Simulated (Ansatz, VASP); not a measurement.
MgS: VASP beside Ansatz

File POSCAR:

```
MgS
1.0
    0.0000000000      2.5484108327      2.5484108327
    2.5484108327      0.0000000000      2.5484108327
    2.5484108327      2.5484108327      0.0000000000
Mg S
1 1
Direct
    0.0000000000      0.0000000000      0.0000000000
    0.5000000000      0.5000000000      0.5000000000
```

INCAR.step1

```
SYSTEM = MgS
PREC = Accurate ; ENCUT = 920
ISMEAR = 0 ; SIGMA = 0.01
LREAL = .FALSE. ; LASPH = .TRUE.
NELM = 120 ; NBANDS = 15
GGA = PE ; ALGO = Normal
EDIFF = 1E-5 ; LWAVE = .TRUE.
LCHARG = .FALSE. ; GGA_COMPAT = .FALSE.
```

File INCAR.step2:

```
SYSTEM = MgS
PREC = Accurate ; ENCUT = 920
EDIFF = 1E-6 ; ISMEAR = 0
SIGMA = 0.01 ; LREAL = .FALSE.
LASPH = .TRUE. ; NELM = 120
ALGO = Normal ; ISIF = 2
LWAVE = .FALSE. ; LCHARG = .FALSE.
METAGGA = R2SCAN ; LMIXTAU = .TRUE.
NBANDS = 15 ; ISTART = 1
GGA_COMPAT = .FALSE.
```

KPOINTS

```
regular mesh
0
G
  8 8 8
  0 0 0
```

Input for Ansatz:

```yaml
crystal:
  lattice:
    - [0.0, 2.5484108327, 2.5484108327]
    - [2.5484108327, 0.0, 2.5484108327]
    - [2.5484108327, 2.5484108327, 0.0]
  atoms:
    - { symbol: Mg, position: [0.0, 0.0, 0.0] }
    - { symbol: S, position: [0.5, 0.5, 0.5] }
kpoints:
  mp_grid: { grid: [8, 8, 8] }
hamiltonian:
  xc: r2scan
scf:
  occupations: { method: fixed }
  n_extra_bands: 4
output:
  forces: true
  stress: true
  eigenvalues: true
```

Alike in both runs: task single point; functional r2SCAN; k mesh 8 × 8 × 8; no spin polarisation.

|  | VASP | Ansatz |
| --- | --- | --- |
| version | VASP 6.6.1 | Ansatz 0.2.0 |
| potentials or method | VASP PAW PBE potentials, release 64 (Mg_sv, S) | plane waves, PAW |
| plane-wave cutoff (eV) | 920 | 500 |
| occupations | gaussian, width 0.01 eV | fixed |
| valence electrons in the cell | 16 | 16 |

Ansatz gave:

```
gap on the k mesh at the Fermi level (eV) : 3.59
pressure (GPa)                            : 5.6
```

Which values does VASP return?

gap on the k mesh at the Fermi level (eV): 3.62; pressure (GPa): 5.7.

VASP's potentials were made for PBE, not for r2SCAN.
